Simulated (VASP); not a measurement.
# Li8P3 (P4/mbm) in VASP: further runs

Runs on Li8P3. Level: PBE. Tasks: single point.

Program: VASP 6.6.1. These are calculated values, not measurements. Logs are shortened: lines on timing, memory, paths and dates and some standing lists are left out, and cuts for length are marked.

### Step 1. The cell of the first run

The structure is tetragonal, space group P4/mbm (No. 127). The conventional cell has a = 12.281 Å, b = 12.281 Å, c = 4.867 Å, α = 90.00°, β = 90.00°, γ = 90.00°. Within 3.2 Å of Li (site symmetry 4/m) lie 2 P at 2.43 Å. Li (site symmetry m) has 2 P at 2.38 Å within 3.1 Å. Li (site symmetry m2m) has 2 P at 2.43 Å within 3.2 Å. Within 3.1 Å of Li (site symmetry mmm) lie 2 P at 2.38 Å. Within 3.1 Å of P (site symmetry 4/m) lie 6 Li at 2.38 to 2.43 Å. P (site symmetry m2m) has 5 Li at 2.38 to 2.43 Å within 3.1 Å.

The cell was generated, and may not be a known phase.

### Step 2. Single point, PBE

Contents of INCAR:

```
ALGO = Normal ; EDIFF = 1E-6
ENCUT = 520 ; GGA = PE
ISIF = 2 ; ISMEAR = 0
LASPH = T ; LCHARG = F
LREAL = Auto ; LWAVE = F
NBANDS = 56 ; NELM = 60
PREC = Accurate ; SIGMA = 0.1
```

Contents of KPOINTS:

```
k-points
0
Gamma
  2 2 4
```

Contents of POSCAR:

```
Li8P3
1.0
   12.2810338000      0.0000000000      0.0000000000
    0.0000000000     12.2810338000      0.0000000000
    0.0000000000      0.0000000000      4.8673228500
Li P
16 6
Direct
    0.5000000000      0.5000000000      0.5000000000
    0.6815899900      0.5684100100      0.0000000000
    0.3184100100      0.4315899900      0.0000000000
    0.5684100100      0.3184100100      0.0000000000
    0.4315899900      0.6815899900      0.0000000000
    0.0000000000      0.0000000000      0.5000000000
    0.9315899900      0.8184100100      0.0000000000
    0.0684100100      0.1815899900      0.0000000000
    0.8184100100      0.0684100100      0.0000000000
    0.1815899900      0.9315899900      0.0000000000
    0.8631799800      0.6368200200      0.5000000000
    0.0000000000      0.5000000000      0.0000000000
    0.1368200200      0.3631799800      0.5000000000
    0.6368200200      0.1368200200      0.5000000000
    0.5000000000      0.0000000000      0.0000000000
    0.3631799800      0.8631799800      0.5000000000
    0.5000000000      0.5000000000      0.0000000000
    0.0000000000      0.0000000000      0.0000000000
    0.8631799800      0.6368200200      0.0000000000
    0.1368200200      0.3631799800      0.0000000000
    0.6368200200      0.1368200200      0.0000000000
    0.3631799800      0.8631799800      0.0000000000
```

Potentials or basis: VASP PAW PBE potentials, release 64 (Li_sv, P).

Run with:

```sh
> cat potpaw_PBE.64/Li_sv/POTCAR potpaw_PBE.64/P/POTCAR > POTCAR
> mpirun -np 1 vasp_std > vasp.out
```

OUTCAR:

```text
EDIFF = 1E-6
   ENCUT = 520
   GGA = PE
   ISIF = 2
   ISMEAR = 0
   LASPH = T
   LREAL = Auto
   NELM = 60
   PREC = Accurate

 ion  position               nearest neighbor table
   1  0.500  0.500  0.500-  17 2.43  17 2.43
   2  0.682  0.568  0.000-  17 2.38  19 2.38
   3  0.318  0.432  0.000-  17 2.38  20 2.38
   4  0.568  0.318  0.000-  17 2.38  21 2.38
   5  0.432  0.682  0.000-  17 2.38  22 2.38
   6  0.000  0.000  0.500-  18 2.43  18 2.43
[... 8 lines left out ...]
  15  0.500  0.000  0.000-  21 2.38  22 2.38
  16  0.363  0.863  0.500-  22 2.43  22 2.43
  17  0.500  0.500  0.000-   2 2.38   3 2.38   4 2.38   5 2.38   1 2.43   1 2.43
  18  0.000  0.000  0.000-   7 2.38   8 2.38   9 2.38  10 2.38   6 2.43   6 2.43
  19  0.863  0.637  0.000-  12 2.38   7 2.38   2 2.38  11 2.43  11 2.43
  20  0.137  0.363  0.000-  12 2.38   8 2.38   3 2.38  13 2.43  13 2.43
  21  0.637  0.137  0.000-  15 2.38   9 2.38   4 2.38  14 2.43  14 2.43
  22  0.363  0.863  0.000-  15 2.38  10 2.38   5 2.38  16 2.43  16 2.43

  LATTYP: Found a simple tetragonal cell.
 ALAT       =    12.2810338000
 C/A-ratio  =     0.3963284304

  Lattice vectors:

 A1 = (  12.2810338000,   0.0000000000,   0.0000000000)
 A2 = (   0.0000000000,  12.2810338000,   0.0000000000)
 A3 = (   0.0000000000,   0.0000000000,   4.8673228500)

Analysis of symmetry for initial positions (statically):
=====================================================================
 Subroutine PRICEL returns:
 Original cell was already a primitive cell.

 Routine SETGRP: Setting up the symmetry group for a
 simple tetragonal supercell.

 Subroutine GETGRP returns: Found 16 space group operations
 (whereof  8 operations were pure point group operations)
 out of a pool of 16 trial point group operations.

The static configuration has the point symmetry C_4h.
 The point group associated with its full space group is D_4h.

Analysis of symmetry for dynamics (positions and initial velocities):
=====================================================================
 Subroutine PRICEL returns:
 Original cell was already a primitive cell.

 Routine SETGRP: Setting up the symmetry group for a
 simple tetragonal supercell.

 Subroutine GETGRP returns: Found 16 space group operations
 (whereof  8 operations were pure point group operations)
 out of a pool of 16 trial point group operations.

The dynamic configuration has the point symmetry C_4h.
 The point group associated with its full space group is D_4h.

 Subroutine INISYM returns: Found 16 space group operations
 (whereof  8 operations are pure point group operations),
 and found     1 'primitive' translations
[... 126 lines left out ...]
   ISYM   =      2    0-nonsym 1-usesym 2-fastsym
   POTIM  = 0.5000    time-step for ionic-motion
   TEBEG  =    0.0;   TEEND  =   0.0 temperature during run
   PSTRESS=    0.0 pullay stress
   NELECT =      78.0000    total number of electrons
   NUPDOWN=      -1.0000    fix difference up-down
   EMIN   =  10.00;   EMAX   =-10.00  energy-range for DOS
   EFERMI =   0.00;   METHOD = LEGACY
   ISMEAR =     0;   SIGMA  =   0.10  broadening in eV -4-tet -1-fermi 0-gaus
   EFERMI_NEDOS =   21; number of points for ismear=-14 and -15
   IALGO  =     38    algorithm
   IMIX   =      4    mixing-type and parameters
     AMIX     =   0.40;   BMIX     =  1.00
     AMIX_MAG =   1.60;   BMIX_MAG =  1.00
  volume/ion in A,a.u.               =      33.37       225.18
  Fermi-wavevector in a.u.,A,eV,Ry     =   0.775389  1.465273  8.180207  0.601228
  Thomas-Fermi vector in A             =   1.877646
   LORBIT       =      0    0 simple, 1 ext, 2 COOP (PROOUT), +10 PAW based schemes
   GGA     = PE    functional components
   LHFCALC =     F    Hartree Fock is set to
   AEXX    =    0.0000 exact exchange contribution
   IVDW    =     0    specifies the selected vdW correction
   LEPSILON=     F    determine dielectric tensor
   LRPA    =     F    only Hartree local field effects (RPA)
 non-spin polarized calculation
 Gauss-broadening in eV      SIGMA  =   0.10
  energy-cutoff  :      520.00
  volume of cell :      734.11
 maximum number of plane-waves:     19808
 NGX is ok and might be reduce to    96
   NGX = 45   NGY = 45   NGZ = 19

 number of electron      78.0000057 magnetization

 Free energy of the ion-electron system (eV)
  ---------------------------------------------------
  ext. energy  EPLUGINS =         0.00000000
  ---------------------------------------------------
  free energy    TOTEN  =       -69.61933046 eV

  energy without entropy =      -69.48971700  energy(sigma->0) =      -69.55452373

 E-fermi :  -1.5952     XC(G=0):  -5.4819

 val. band max:       -1.5959581531   @ k =   0.0000   0.0000   0.5000
 cond. band min:      -1.5831375169   @ k =   0.5000   0.5000   0.5000
 fundamental gap:      0.0128206362
 Fermi energy:        -1.5951563979

 k-point     1 :       0.0000    0.0000    0.0000
  band No.  band energies     occupation
      1     -46.6421      2.00000
      2     -46.6421      2.00000
      3     -46.5776      2.00000
      4     -46.5775      2.00000
      5     -46.5170      2.00000
      6     -46.5170      2.00000
[... 475 lines left out ...]
     50       2.4962      0.00000
     51       2.9077      0.00000
 [bands above 51 left out]

------------------------ aborting loop because EDIFF is reached ----------------------------------------

  FORCE on cell =-STRESS in cart. coord.  units (eV):
  Direction    XX          YY          ZZ          XY          YZ          ZX
  --------------------------------------------------------------------------------------
  -------------------------------------------------------------------------------------
  Total       -0.1981113     -0.1981113     -6.1774258      0.0000000      0.0000000     -0.0000000
  in kB       -0.4323743     -0.4323743    -13.4821177      0.0000000      0.0000000     -0.0000000
  external PRESSURE =      -4.7822888 kB  Pullay stress =       0.0000000 kB

 VOLUME and BASIS-vectors are now :
 -----------------------------------------------------------------------------
  energy-cutoff  :      520.00
  volume of cell :      734.11
      direct lattice vectors                 reciprocal lattice vectors
    12.281033800  0.000000000  0.000000000     0.081426370  0.000000000  0.000000000
     0.000000000 12.281033800  0.000000000     0.000000000  0.081426370  0.000000000
     0.000000000  0.000000000  4.867322850     0.000000000  0.000000000  0.205451751

 POSITION                                       TOTAL-FORCE (eV/Angst)
 -----------------------------------------------------------------------------------
      6.14052      6.14052      2.43366        -0.000000     -0.000000      0.000000
      8.37063      6.98066      0.00000         0.013354     -0.026747     -0.000000
      3.91040      5.30037      0.00000        -0.013354      0.026747      0.000000
      6.98066      3.91040      0.00000        -0.026747     -0.013354      0.000000
      5.30037      8.37063      0.00000         0.026747      0.013354      0.000000
      0.00000      0.00000      2.43366        -0.000000     -0.000000      0.000000
[... 14 lines left out ...]
      7.82081      1.68029      0.00000         0.069735      0.069735      0.000000
      4.46023     10.60074      0.00000        -0.069735     -0.069735     -0.000000
 -----------------------------------------------------------------------------------
    total drift:                                0.000000      0.000000      0.000000

  FREE ENERGIE OF THE ION-ELECTRON SYSTEM (eV)
  ---------------------------------------------------
  free  energy   TOTEN  =       -69.6193304648 eV

  energy  without entropy=      -69.4897170047  energy(sigma->0) =      -69.55452373
```

Run time: 6.1 min. Hardware: 1 thread of Intel Xeon 6975P-C (Granite Rapids), shared host; peak memory 0.75 GiB.

Results:

* Free energy: -69.6193 eV
* Largest force: 0.099 eV/Å
* Band gap on the k mesh: zero (bands 39 and 40 overlap by 0.21 eV)

Forces on the atoms (eV/Å):
```
Li   0.000  0.000  0.000
Li   0.013 -0.027  0.000
Li  -0.013  0.027  0.000
Li  -0.027 -0.013  0.000
Li   0.027  0.013  0.000
Li   0.000  0.000  0.000
Li   0.027 -0.013  0.000
Li  -0.027  0.013  0.000
Li  -0.013 -0.027  0.000
Li   0.013  0.027  0.000
Li   0.002 -0.002  0.000
Li   0.000  0.000  0.000
Li  -0.002  0.002  0.000
Li  -0.002 -0.002  0.000
Li   0.000  0.000  0.000
Li   0.002  0.002  0.000
P    0.000  0.000  0.000
P    0.000  0.000  0.000
P   -0.070  0.070  0.000
P    0.070 -0.070  0.000
P    0.070  0.070  0.000
P   -0.070 -0.070  0.000
```

Levels at points of the mesh, in eV from the Fermi level:
| k point | band 36 | band 37 | band 38 | band 39 | band 40 | band 41 | band 42 | band 43 | band 44 | band 45 |
| --- | --- | --- | --- | --- | --- | --- | --- | --- | --- | --- |
| (0.00, 0.00, 0.00) | -0.15 | -0.15 | -0.14 | -0.14 | -0.13 | 2.10 | 3.37 | 3.37 | 3.57 | 3.66 |
| (0.50, 0.00, 0.00) | -0.22 | -0.17 | -0.17 | -0.10 | -0.10 | 2.58 | 2.58 | 3.44 | 3.44 | 3.58 |
| (0.50, 0.50, 0.00) | -0.22 | -0.21 | -0.21 | -0.08 | -0.08 | 2.86 | 2.86 | 3.05 | 3.05 | 3.37 |
| (0.00, 0.00, 0.50) | -0.07 | -0.03 | 0.00 | 0.07 | 0.07 | 2.48 | 2.48 | 3.00 | 3.20 | 3.20 |
| (0.50, 0.00, 0.50) | -0.06 | -0.01 | -0.01 | 0.06 | 0.06 | 2.63 | 2.63 | 2.78 | 2.78 | 3.29 |
| (0.50, 0.50, 0.50) | -0.02 | 0.01 | 0.01 | 0.03 | 0.03 | 2.61 | 2.61 | 2.77 | 2.77 | 3.39 |

Caveat: the cutoff is under 1.25 times the usual one of these potentials, so pressure, stress and relaxed cells hold a basis-set (Pulay) error.

### Step 3. Single point, PBE

This run uses another cell than the first one, of 21.75 Å³/atom.

Contents of INCAR:

```
SYSTEM = Li8P3
ALGO = Normal ; EDIFF = 1E-7
ENCUT = 520 ; GGA = PE
ISIF = 2 ; ISMEAR = 0
LASPH = .TRUE. ; LCHARG = .TRUE.
LELF = .TRUE. ; LREAL = Auto
LVHAR = .TRUE. ; LWAVE = .FALSE.
NBANDS = 56 ; NELM = 100
PREC = Accurate ; SIGMA = 0.1
```

Contents of KPOINTS:

```
k-points
0
G
  4 4 8
  0 0 0
```

Contents of POSCAR:

```
Li8P3
1.0
   10.0376571378      0.0000000000      0.0000000000
    0.0000000000     10.0376571378      0.0000000000
    0.0000000000      0.0000000000      4.7492959928
Li P
16 6
Direct
    0.5000000000      0.5000000000      0.5000000000
    0.7162640364      0.4220694948      0.0000000000
    0.2837359636      0.5779305052      0.0000000000
    0.4220694948      0.2837359636      0.0000000000
    0.5779305052      0.7162640364      0.0000000000
    0.0000000000      0.0000000000      0.5000000000
    1.0779305052      0.7837359636      0.0000000000
   -0.0779305052      0.2162640364      0.0000000000
    0.7837359636     -0.0779305052      0.0000000000
    0.2162640364      1.0779305052      0.0000000000
    0.8323396089      0.6676603911      0.5000000000
    0.0000000000      0.5000000000      0.0000000000
    0.1676603911      0.3323396089      0.5000000000
    0.6676603911      0.1676603911      0.5000000000
    0.5000000000      0.0000000000      0.0000000000
    0.3323396089      0.8323396089      0.5000000000
    0.5000000000      0.5000000000      0.0000000000
    0.0000000000      0.0000000000      0.0000000000
    0.8326185099      0.6673814901      0.0000000000
    0.1673814901      0.3326185099      0.0000000000
    0.6673814901      0.1673814901      0.0000000000
    0.3326185099      0.8326185099      0.0000000000
```

Potentials or basis: VASP PAW PBE potentials, release 64 (Li_sv, P).

Run with:

```sh
> cat potpaw_PBE.64/Li_sv/POTCAR potpaw_PBE.64/P/POTCAR > POTCAR
> mpirun -np 1 vasp_std > vasp.out
```

Wall time 14 min (1 thread of Intel Xeon 6975P-C (Granite Rapids), shared host); peak memory 0.77 GiB.

Results (log left out):

```yaml
Free_energy: -71.5151 eV
Largest_force: 0.010 eV/Å
Band_gap_on_the_k_mesh: zero (bands 39 and 40 overlap by 0.79 eV)
```

Forces on the atoms (eV/Å):
```
Li   0.000  0.000  0.000
Li   0.009 -0.002  0.000
Li  -0.009  0.002  0.000
Li  -0.002 -0.009  0.000
Li   0.002  0.009  0.000
Li   0.000  0.000  0.000
Li   0.002 -0.009  0.000
Li  -0.002  0.009  0.000
Li  -0.009 -0.002  0.000
Li   0.009  0.002  0.000
Li  -0.002  0.002  0.000
Li   0.000  0.000  0.000
Li   0.002 -0.002  0.000
Li   0.002  0.002  0.000
Li   0.000  0.000  0.000
Li  -0.002 -0.002  0.000
P    0.000  0.000  0.000
P    0.000  0.000  0.000
P   -0.007  0.007  0.000
P    0.007 -0.007  0.000
P    0.007  0.007  0.000
P   -0.007 -0.007  0.000
```

Levels at points of the mesh, in eV from the Fermi level:
```csv
k point,band 35,band 36,band 37,band 38,band 39,band 40,band 41,band 42,band 43,band 44
"(0.00, 0.00, 0.00)",-1.32,-1.17,-1.17,-0.92,-0.21,-0.21,0.44,2.01,2.01,2.65
"(0.50, 0.00, 0.00)",-1.04,-1.04,-0.61,-0.61,-0.33,-0.33,1.18,1.18,2.18,2.18
"(0.50, 0.50, 0.00)",-1.31,-1.31,-0.98,-0.98,0.28,0.28,1.61,1.61,1.81,1.81
"(0.00, 0.00, 0.50)",-1.03,-0.90,-0.89,-0.89,0.06,0.06,0.73,0.89,0.89,2.10
"(0.50, 0.00, 0.50)",-1.30,-1.30,-0.33,-0.33,-0.02,-0.02,0.89,0.89,1.75,1.75
"(0.50, 0.50, 0.50)",-1.05,-1.05,-0.95,-0.95,0.46,0.46,1.22,1.22,1.48,1.48
```

Caveat: the cutoff is under 1.25 times the usual one of these potentials, so pressure, stress and relaxed cells hold a basis-set (Pulay) error.

The gap in the log of VASP goes by the Fermi energy; the results here count the filled bands.